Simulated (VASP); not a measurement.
# LaNb4O (P4/mmm) in VASP: a series of runs, part 2 of 4

VASP 6.6.1.

### Step 4. Single point, PBE

This run uses another cell than the first one, of 21.72 Å³/atom, 0.989 times its volume.

Input file INCAR:

```
SYSTEM = LaNb4O
PREC = Accurate ; ENCUT = 520
EDIFF = 1E-6 ; ISMEAR = 0
SIGMA = 0.1 ; LREAL = .FALSE.
LASPH = .TRUE. ; NELM = 100
ALGO = Normal ; ISIF = 2
LWAVE = .FALSE. ; LCHARG = .FALSE.
GGA = PE ; NBANDS = 44
```

Input file KPOINTS:

```
Automatic mesh
0
G
  4 4 4
  0 0 0
```

Input file POSCAR:

```
LaNb4O
1.0
    3.7344306867      0.0000000000      0.0000000000
    0.0000000000      3.7344306867      0.0000000000
    0.0000000000      0.0000000000      9.3460412869
La Nb O
1 4 1
Direct
    0.5000000000      0.5000000000      0.0000000000
    0.0000000000      0.5000000000      0.6387055497
    0.5000000000      0.0000000000      0.6387055497
    0.0000000000      0.5000000000      0.3612944503
    0.5000000000      0.0000000000      0.3612944503
    0.0000000000      0.0000000000      0.0000000000
```

Potentials or basis: VASP PAW PBE potentials, release 64 (La, Nb_sv, O).

Command:

```console
> cat potpaw_PBE.64/La/POTCAR potpaw_PBE.64/Nb_sv/POTCAR potpaw_PBE.64/O/POTCAR > POTCAR
> mpirun -np 1 vasp_std > vasp.out
```

OUTCAR:

```text
SYSTEM = LaNb4O
   PREC = Accurate
   ENCUT = 520
   EDIFF = 1E-6
   ISMEAR = 0
   LREAL = .FALSE.
   LASPH = .TRUE.
   NELM = 100
   ISIF = 2
   GGA = PE

 ion  position               nearest neighbor table
   1  0.500  0.500  0.000-   6 2.64   6 2.64   6 2.64   6 2.64
   2  0.000  0.500  0.639-   4 2.59   3 2.64   3 2.64   3 2.64   3 2.64
   3  0.500  0.000  0.639-   5 2.59   2 2.64   2 2.64   2 2.64   2 2.64
   4  0.000  0.500  0.361-   2 2.59   5 2.64   5 2.64   5 2.64   5 2.64
   5  0.500  0.000  0.361-   3 2.59   4 2.64   4 2.64   4 2.64   4 2.64
   6  0.000  0.000  0.000-   1 2.64   1 2.64   1 2.64   1 2.64

  LATTYP: Found a simple tetragonal cell.
 ALAT       =     3.7344306867
 C/A-ratio  =     2.5026682970

  Lattice vectors:

 A1 = (   3.7344306867,   0.0000000000,   0.0000000000)
 A2 = (   0.0000000000,   3.7344306867,   0.0000000000)
 A3 = (   0.0000000000,   0.0000000000,   9.3460412869)

Analysis of symmetry for initial positions (statically):
=====================================================================
 Subroutine PRICEL returns:
 Original cell was already a primitive cell.

 Routine SETGRP: Setting up the symmetry group for a
 simple tetragonal supercell.

 Subroutine GETGRP returns: Found 16 space group operations
 (whereof 16 operations were pure point group operations)
 out of a pool of 16 trial point group operations.

The static configuration has the point symmetry D_4h.

Analysis of symmetry for dynamics (positions and initial velocities):
=====================================================================
 Subroutine PRICEL returns:
 Original cell was already a primitive cell.

 Routine SETGRP: Setting up the symmetry group for a
 simple tetragonal supercell.

 Subroutine GETGRP returns: Found 16 space group operations
 (whereof 16 operations were pure point group operations)
 out of a pool of 16 trial point group operations.

The dynamic configuration has the point symmetry D_4h.

 Subroutine INISYM returns: Found 16 space group operations
 (whereof 16 operations are pure point group operations),
 and found     1 'primitive' translations

----------------------------------------------------------------------------------------

                                     Primitive cell

  volume of cell :     130.3396

  direct lattice vectors                    reciprocal lattice vectors
     3.734430687  0.000000000  0.000000000     0.267778434  0.000000000  0.000000000
     0.000000000  3.734430687  0.000000000     0.000000000  0.267778434  0.000000000
     0.000000000  0.000000000  9.346041287     0.000000000  0.000000000  0.106997173

  length of vectors
     3.734430687  3.734430687  9.346041287     0.267778434  0.267778434  0.106997173

  position of ions in fractional coordinates (direct lattice)
     0.500000000  0.500000000  0.000000000
     0.000000000  0.500000000  0.638705550
     0.500000000  0.000000000  0.638705550
     0.000000000  0.500000000  0.361294450
     0.500000000  0.000000000  0.361294450
     0.000000000  0.000000000  0.000000000

  ion indices of the primitive-cell ions
   primitive index   ion index
                 1           1
                 2           2
                 3           3
                 4           4
[... 31 lines left out ...]
  0.000000  0.000000  0.000000      1.000000
  0.250000  0.000000  0.000000      4.000000
  0.500000  0.000000  0.000000      2.000000
  0.250000  0.250000  0.000000      4.000000
  0.500000  0.250000  0.000000      4.000000
  0.500000  0.500000  0.000000      1.000000
[... 10 lines left out ...]
  0.500000  0.250000  0.500000      4.000000
  0.500000  0.500000  0.500000      1.000000
   k-points           NKPTS =     18   k-points in BZ     NKDIM =     18   number of bands    NBANDS=     44
   number of dos      NEDOS =    301   number of ions     NIONS =      6
   total plane-waves  NPLWV =  54880
   dimension x,y,z NGX =    28 NGY =   28 NGZ =   70
   dimension x,y,z NGXF=    56 NGYF=   56 NGZF=  140
   ions per type =               1   4   1
   NGX,Y,Z   is equivalent  to a cutoff of  12.46, 12.46, 12.45 a.u.
   NGXF,Y,Z  is equivalent  to a cutoff of  24.93, 24.93, 24.90 a.u.
 SYSTEM =  LaNb4O
   PREC   = accura    normal or accurate (medium, high low for compatibility)
   ISTART =      0    job   : 0-new  1-cont  2-samecut
   ICHARG =      2    charge: 1-file 2-atom 10-const
   ISPIN  =      1    spin polarized calculation?
   LNONCOLLINEAR =      F non collinear calculations
   LSORBIT =      F    spin-orbit coupling
   LASPH  =      T    aspherical Exc in radial PAW
   ENCUT  =  520.0 eV  38.22 Ry    6.18 a.u.   6.94  6.94 17.38*2*pi/ulx,y,z
   NELM   =    100;   NELMIN=  2; NELMDL= -5     # of ELM steps
   EDIFF  = 0.1E-05   stopping-criterion for ELM
   LREAL  =      F    real-space projection
   EDIFFG = 0.1E-04   stopping-criterion for IOM
   NSW    =      0    number of steps for IOM
   IBRION =     -1    ionic relax: 0-MD 1-quasi-New 2-CG
   NFREE  =      0    steps in history (QN), initial steepest desc. (CG)
   ISIF   =      2    stress and relaxation
   ISYM   =      2    0-nonsym 1-usesym 2-fastsym
   POTIM  = 0.5000    time-step for ionic-motion
   TEBEG  =    0.0;   TEEND  =   0.0 temperature during run
   PSTRESS=    0.0 pullay stress
   NELECT =      69.0000    total number of electrons
   NUPDOWN=      -1.0000    fix difference up-down
   EMIN   =  10.00;   EMAX   =-10.00  energy-range for DOS
   EFERMI =   0.00;   METHOD = LEGACY
   ISMEAR =     0;   SIGMA  =   0.10  broadening in eV -4-tet -1-fermi 0-gaus
   EFERMI_NEDOS =   21; number of points for ismear=-14 and -15
   IALGO  =     38    algorithm
   IMIX   =      4    mixing-type and parameters
     AMIX     =   0.40;   BMIX     =  1.00
     AMIX_MAG =   1.60;   BMIX_MAG =  1.00
  volume/ion in A,a.u.               =      21.72       146.60
  Fermi-wavevector in a.u.,A,eV,Ry     =   1.324339  2.502637 23.862886  1.753873
  Thomas-Fermi vector in A             =   2.453880
   LORBIT       =      0    0 simple, 1 ext, 2 COOP (PROOUT), +10 PAW based schemes
   GGA     = PE    functional components
   LHFCALC =     F    Hartree Fock is set to
   AEXX    =    0.0000 exact exchange contribution
   IVDW    =     0    specifies the selected vdW correction
   LEPSILON=     F    determine dielectric tensor
   LRPA    =     F    only Hartree local field effects (RPA)
 non-spin polarized calculation
 Gauss-broadening in eV      SIGMA  =   0.10
  energy-cutoff  :      520.00
  volume of cell :      130.34
 maximum number of plane-waves:      3552
 NGX is ok and might be reduce to    28
   NGX = 13   NGY = 13   NGZ = 35

 number of electron      68.9999993 magnetization

 Free energy of the ion-electron system (eV)
  ---------------------------------------------------
  ext. energy  EPLUGINS =         0.00000000
  ---------------------------------------------------
  free energy    TOTEN  =       -50.09864810 eV

  energy without entropy =      -50.06176714  energy(sigma->0) =      -50.08020762

 E-fermi :   8.3537     XC(G=0): -10.8080

 val. band max:        8.3421399625   @ k =   0.2500   0.0000   0.0000
 cond. band min:       8.3547814082   @ k =   0.2500   0.0000   0.2500
 fundamental gap:      0.0126414458
 Fermi energy:         8.3536859092

 k-point     1 :       0.0000    0.0000    0.0000
  band No.  band energies     occupation
      1     -46.3636      2.00000
      2     -46.2113      2.00000
      3     -45.8643      2.00000
      4     -45.7226      2.00000
      5     -24.5078      2.00000
      6     -23.0182      2.00000
[... 835 lines left out ...]
     43      10.3825      0.00000
     44      10.4984      0.00000

------------------------ aborting loop because EDIFF is reached ----------------------------------------

  FORCE on cell =-STRESS in cart. coord.  units (eV):
  Direction    XX          YY          ZZ          XY          YZ          ZX
  --------------------------------------------------------------------------------------
  -------------------------------------------------------------------------------------
  Total       -0.1724347     -0.1724347      0.1268505      0.0000000      0.0000000     -0.0000000
  in kB       -2.1196231     -2.1196231      1.5592881      0.0000000      0.0000000     -0.0000000
  external PRESSURE =      -0.8933194 kB  Pullay stress =       0.0000000 kB

 VOLUME and BASIS-vectors are now :
 -----------------------------------------------------------------------------
  energy-cutoff  :      520.00
  volume of cell :      130.34
      direct lattice vectors                 reciprocal lattice vectors
     3.734430687  0.000000000  0.000000000     0.267778434  0.000000000  0.000000000
     0.000000000  3.734430687  0.000000000     0.000000000  0.267778434  0.000000000
     0.000000000  0.000000000  9.346041287     0.000000000  0.000000000  0.106997173

 POSITION                                       TOTAL-FORCE (eV/Angst)
 -----------------------------------------------------------------------------------
      1.86722      1.86722      0.00000         0.000000      0.000000      0.000000
      0.00000      1.86722      5.96937         0.000000     -0.000000     -0.021319
      1.86722      0.00000      5.96937         0.000000      0.000000     -0.021319
      0.00000      1.86722      3.37667        -0.000000     -0.000000      0.021319
      1.86722      0.00000      3.37667         0.000000      0.000000      0.021319
      0.00000      0.00000      0.00000         0.000000      0.000000      0.000000
 -----------------------------------------------------------------------------------
    total drift:                                0.000000      0.000000      0.000000

  FREE ENERGIE OF THE ION-ELECTRON SYSTEM (eV)
  ---------------------------------------------------
  free  energy   TOTEN  =       -50.0986480982 eV

  energy  without entropy=      -50.0617671402  energy(sigma->0) =      -50.08020762
```

stdout:

```text
POSCAR found type information on POSCAR LaNbO
 POSCAR found :  3 types and       6 ions
 scaLAPACK will be used
 LDA part: xc-table for (Slater+PW92), standard interpolation
 POSCAR, INCAR and KPOINTS ok, starting setup
 FFT: planning ... GRIDC
 FFT: planning ... GRID_SOFT
 FFT: planning ... GRID
 WAVECAR not read
 entering main loop
```

It took 80 s on 1 thread of AMD EPYC 9R45 (Zen 5), shared host; peak memory 0.26 GiB.

What came out:

| Property | Result |
| --- | --- |
| Free energy | -50.0986 eV |
| Pressure | -0.1 GPa |
| Largest force | 0.021 eV/Å |

Forces on the atoms (eV/Å):
```
La   0.000  0.000  0.000
Nb   0.000  0.000 -0.021
Nb   0.000  0.000 -0.021
Nb   0.000  0.000  0.021
Nb   0.000  0.000  0.021
O    0.000  0.000  0.000
```

Stress tensor (GPa, compression positive):
```
-0.21  0.00  0.00
 0.00 -0.21  0.00
 0.00  0.00  0.16
```

Caveat: the k points lie up to 0.42 Å⁻¹ apart; spin-orbit coupling is left out, which moves the levels of the heavy elements; an odd number of electrons without spin polarisation forces a metal; a magnetic or distorted state may lie lower.

### Step 5. Relaxation of cell and atoms, PBE

This run uses another cell than the first one, of 19.43 Å³/atom, 0.885 times its volume.

Input file INCAR:

```
PREC = Accurate
ENCUT = 600
EDIFF = 1E-6
ISMEAR = 0
SIGMA = 0.1
LREAL = False
LASPH = True
NELM = 100
ALGO = Normal
ISIF = 3
LWAVE = False
LCHARG = False
GGA = PE
IBRION = 2
NSW = 90
EDIFFG = -0.04
```

Input file KPOINTS:

```
Automatic mesh
0
Gamma
  4 4 4
```

Input file POSCAR:

```
LaNb4O
1.0
    4.9560846700      0.0000000000      0.0000000000
    0.0000000000      4.9560846700      0.0000000000
    0.0000000000      0.0000000000      4.7473196900
La Nb O
1 4 1
Direct
    0.5000000000      0.5000000000      0.0000000000
    0.0000000000      0.5000000000      0.7624404200
    0.5000000000      0.0000000000      0.7624404200
    0.0000000000      0.5000000000      0.2375595800
    0.5000000000      0.0000000000      0.2375595800
    0.0000000000      0.0000000000      0.0000000000
```

Command:

```console
> cat potpaw_PBE.64/La/POTCAR potpaw_PBE.64/Nb_sv/POTCAR potpaw_PBE.64/O/POTCAR > POTCAR
> mpirun -np 1 vasp_std > vasp.out
```

Run time: 29 min. Hardware: 1 thread of AMD EPYC 9R45 (Zen 5), shared host; peak memory 0.29 GiB.

The run converged. Its results:

* Free energy: -48.3534 eV
* Relaxed volume: 18.90 Å³/atom
* Relaxed cell: a = 3.831 Å, b = 3.831 Å, c = 7.729 Å, α = 90.00°, β = 90.00°, γ = 90.00°
* Space group after relaxing (to 0.05 Å): P4/mmm (No. 123)
* Energy gained by relaxing: 1012.4 meV/atom
* Ionic steps: 25
* Pressure after relaxing: 0.2 GPa
* Largest force after relaxing: 0.021 eV/Å

Forces in eV/Å, atoms in the order of the input:
```
La   0.000  0.000  0.000
Nb   0.000  0.000  0.021
Nb   0.000  0.000  0.021
Nb   0.000  0.000 -0.021
Nb   0.000  0.000 -0.021
O    0.000  0.000  0.000
```

Stress tensor (GPa, compression positive):
```
0.14 0.00 0.00
0.00 0.14 0.00
0.00 0.00 0.32
```

Step by step:
```
step  energy change (eV)  largest force (eV/Å)  pressure (GPa)  volume (Å³)
   1              0.0000                2.0134           11.72       116.61
   2             -0.4615                0.1967          -11.70       141.67
   3             -0.9262                0.6589           -4.66       129.90
   4             -1.4344                0.5602           -3.61       123.24
   5             -1.7595                0.2806           -0.69       116.37
   6             -2.1781                0.4149           12.67       102.47
   7              3.0848                1.0115          104.27        74.86
   8             -2.1916                0.1513           14.72       101.32
   9             -2.3363                0.2705           14.97       100.96
  10             -2.7771                0.5277           16.06        99.71
  11             -3.7367                0.6046           21.17        96.56
  12             -2.7462                0.6768           51.36        87.96
  13             -4.0607                0.0373           30.05        93.25
  14             -4.7870                0.1401           24.70        96.21
  15             -5.3274                0.2937           16.16       101.94
  16             -5.6885                0.3392           10.61       105.01
  17             -6.0262                0.4237            1.57       111.42
  18             -6.0407                0.4412           -0.16       112.95
  19             -6.0410                0.4424           -0.48       113.22
  20             -6.0497                0.3753           -0.23       113.11
  21             -6.0620                0.1264            0.61       112.77
  22             -6.0661                0.1023            0.28       113.11
  23             -6.0711                0.0351           -0.65       114.10
  24             -6.0740                0.0045           -0.24       113.73
  25             -6.0745                0.0215            0.20       113.43
```

Final structure:
```yaml
crystal:
  lattice:
    - [3.83080, 0.00000, 0.00000]
    - [0.00000, 3.83080, 0.00000]
    - [0.00000, 0.00000, 7.72917]
  atoms:
    - { symbol: La, position: [0.50000, 0.50000, 0.00000] }
    - { symbol: Nb, position: [0.00000, 0.50000, 0.66473] }
    - { symbol: Nb, position: [0.50000, 0.00000, 0.66473] }
    - { symbol: Nb, position: [0.00000, 0.50000, 0.33527] }
    - { symbol: Nb, position: [0.50000, 0.00000, 0.33527] }
    - { symbol: O, position: [0.00000, 0.00000, 0.00000] }
```

Levels at points of the mesh, in eV from the Fermi level:
```
           k point  band 30  band 31  band 32  band 33  band 34  band 35  band 36  band 37  band 38  band 39
(0.00, 0.00, 0.00)    -2.16    -2.09    -1.93    -1.93    -1.31    -0.37    -0.37     0.95     2.03     2.06
(0.50, 0.00, 0.00)    -0.71    -0.64    -0.59    -0.44    -0.16    -0.02     0.32     0.58     0.62     0.80
(0.50, 0.50, 0.00)    -1.71    -0.64    -0.64     0.02     0.02     0.04     0.24     0.82     1.42     1.78
(0.00, 0.00, 0.50)    -2.39    -2.39    -2.25    -1.44    -0.49     0.00     0.06     0.70     0.70     1.89
(0.50, 0.00, 0.50)    -0.94    -0.78    -0.52    -0.32     0.02     0.32     0.34     0.61     0.85     1.16
(0.50, 0.50, 0.50)    -1.49    -1.49    -1.42    -1.42    -0.61     1.73     1.73     1.83     2.07     2.07
```

Caveat: spin-orbit coupling is left out, which moves the levels of the heavy elements; an odd number of electrons without spin polarisation forces a metal; a magnetic or distorted state may lie lower.

[end of part 2 of 4]
